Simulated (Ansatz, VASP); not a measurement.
# One calculation of SnTe, two programs

INCAR

```
SYSTEM = SnTe
ALGO = Normal
EDIFF = 1E-6
ENCUT = 520
GGA = PE
ISIF = 2
ISMEAR = 0
LASPH = .TRUE.
LCHARG = .FALSE.
LREAL = .FALSE.
LWAVE = .FALSE.
NBANDS = 17
NELM = 100
PREC = Accurate
SIGMA = 0.03
```

The input KPOINTS:

```
k-points
0
G
  10 10 10
  0 0 0
```

File POSCAR:

```
SnTe
1.0
    0.0000000000      3.2827600000      2.9039800000
    3.2827600000      0.0000000000      2.9039800000
    3.2827600000      3.2827600000      0.0000000000
Sn Te
1 1
Direct
    0.0000000000      0.0000000000      0.0000000000
    0.5000000000      0.5000000000      0.5000000000
```

Input for Ansatz:

```yaml
crystal:
  lattice:
    - [0.0, 3.28276, 2.90398]
    - [3.28276, 0.0, 2.90398]
    - [3.28276, 3.28276, 0.0]
  atoms:
    - { symbol: Sn, position: [0.0, 0.0, 0.0] }
    - { symbol: Te, position: [0.5, 0.5, 0.5] }
basis:
  ecutwfc: 420
kpoints:
  mp_grid: { grid: [10, 10, 10] }
hamiltonian:
  xc: pbe
scf:
  occupations: { method: gaussian, width: 0.03 }
output:
  forces: true
  stress: true
  eigenvalues: true
```

Change from the starting cell: strain +0.040 along x and y, -0.080 along z, atoms carried along.

Alike in both runs: task single point; functional PBE; k mesh 10 × 10 × 10; occupations gaussian, width 0.03 eV; no spin polarisation.

|  | VASP | Ansatz |
| --- | --- | --- |
| version | VASP 6.6.1 | Ansatz 0.2.0 |
| potentials or method | VASP PAW PBE potentials, release 64 (Sn_d, Te), cutoff 520 eV | scalar-relativistic, plane waves, PAW |
| valence electrons in the cell | 20 | 30 |

|  | VASP | Ansatz | Ansatz less VASP |
| --- | --- | --- | --- |
| gap on the k mesh at the Fermi level (eV) | none | none | - |
| pressure (GPa) | 4.3 | 4.4 | +0.03 |
| traceless stress, the component that is largest in VASP (GPa) | 13.16 | 13.17 | +0.005 |

A gap of «none» marks a metal or a gap that the smearing closes. With one functional, cell and mesh, what is left measures potentials, basis and numerics. VASP's potentials hold 20 valence electrons a cell and Ansatz's 30, so a difference there can come from the potentials and not from the codes.

Spin-orbit coupling is off throughout.
